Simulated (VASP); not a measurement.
The system is SnC3.

```
CELL_PARAMETERS angstrom
2.97889 0.00000 0.00000
0.00000 2.97889 0.00000
0.00000 0.00000 4.64352
ATOMIC_POSITIONS crystal
C 0.50000 0.00000 0.82036
C 0.50000 0.50000 0.00000
C 0.00000 0.50000 0.17964
Sn 0.00000 0.00000 0.50000
```

Base run:

| Property | Result |
| --- | --- |
| Program | VASP 6.6.1 |
| Functional | r2SCAN |
| Potentials or basis | VASP PAW PBE potentials, release 64 (C, Sn_d) |
| Cutoff | 520 eV |
| k mesh | 6 × 6 × 4 |
| Occupations | gaussian, width 0.01 eV |
| Spin | no spin polarisation |

Its results: band gap on the k mesh 0.40 eV, indirect (least direct gap 0.75 eV); pressure 0.4 GPa; largest force 0.004 eV/Å.

Q: The run is repeated on the same cell with these changes: functional from r2SCAN to PBEsol; further incar settings from ALGO = Normal; EDIFF = 1e-06; NBANDS = 21 to ALGO = Normal; EDIFF = 1e-07; NBANDS = 21. What comes out?

A: Band gap on the k mesh 0.32 eV, indirect (least direct gap 0.56 eV); pressure -3.0 GPa; largest force 0.312 eV/Å.

Caveats: the PAW data sets were made with another functional, which shifts forces and pressure a little; spin-orbit coupling is left out, which moves the levels of the heavy elements.

A k mesh can miss the band edges.
